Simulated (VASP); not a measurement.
## Pt: single point with PBEsol

Crystal: Pt.

```xyz
1
Lattice="0.0000 1.9784 1.9784 1.9784 0.0000 1.9784 1.9784 1.9784 0.0000" Properties=species:S:1:pos:R:3 pbc="T T T"
Pt    0.0000    0.0000    0.0000
```

This cell differs from its parent crystal: volume scaled by 1.03.

```json
{
  "Program": "VASP 6.6.1",
  "Task": "single point",
  "Functional": "PBEsol",
  "Potentials or basis": "VASP PAW PBE potentials, release 64 (Pt)",
  "Cutoff": "520 eV",
  "k mesh": "18 × 18 × 18",
  "Occupations": "gaussian, width 0.1 eV",
  "Spin": "no spin polarisation"
}
```

The pressure is -8.3 GPa and the band gap on the k mesh is zero (band 5 reaches 11.06 eV, above the bottom of band 6 at 8.93 eV).

Levels at points of the mesh, in eV from the Fermi level:
| k point | band 1 | band 2 | band 3 | band 4 | band 5 | band 6 | band 7 | band 8 | band 9 | band 10 |
| --- | --- | --- | --- | --- | --- | --- | --- | --- | --- | --- |
| (0.00, 0.00, 0.00) | -10.00 | -3.65 | -3.65 | -3.65 | -1.56 | -1.56 | 14.69 | 19.50 | 19.50 | 19.50 |
| (0.50, 0.00, 0.00) | -7.09 | -3.70 | -3.70 | -0.44 | 0.04 | 0.04 | 5.60 | 14.24 | 18.75 | 18.75 |
| (0.50, 0.50, 0.00) | -6.82 | -6.37 | 0.01 | 0.46 | 0.46 | 1.76 | 8.54 | 11.25 | 11.25 | 19.77 |

It took 18 s on 1 thread of AMD EPYC 9R45 96-Core Processor (Zen 5) (shared host), peak memory 0.14 GiB.

Caveat: the PAW data sets were made with another functional, which shifts forces and pressure a little; spin-orbit coupling is left out, which moves the levels of the heavy elements.
